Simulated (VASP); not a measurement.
W, 1 atom in the cell. The structure is cubic, space group Fm-3m (No. 225). The conventional cell has a = 4.060 Å, b = 4.060 Å, c = 4.060 Å, α = 90.00°, β = 90.00°, γ = 90.00°. Within 3.8 Å of W (site symmetry m-3m) lie 12 W at 2.87 Å. 

* Program: VASP 6.6.1
* Task: relaxation of cell and atoms
* Functional: PBEsol
* Potentials or basis: VASP PAW PBE potentials, release 64 (W_sv)
* Cutoff: 600 eV
* k mesh: 8 × 8 × 8
* Occupations: gaussian, width 0.1 eV
* Spin: no spin polarisation
* Dipole correction: no
* Further INCAR settings: ALGO = Fast; EDIFF = 1e-07; IBRION = 2; EDIFFG = -0.05; NSW = 100; ISIF = 3

Potentials or basis: VASP PAW PBE potentials, release 64 (W_sv).

Command:

```bash
$ cat potpaw_PBE.64/W_sv/POTCAR > POTCAR
$ mpirun -np 1 vasp_std > vasp.out
```

Hardware: 1 thread of AMD EPYC 9R45 (Zen 5) (shared host).

Task: Estimate the wall time of this run.

Result: It took 13 s on 1 thread of AMD EPYC 9R45 (Zen 5), with other jobs on the host, peak memory 0.12 GiB. Counts: scf iterations 46, k points 29, ion steps 4.
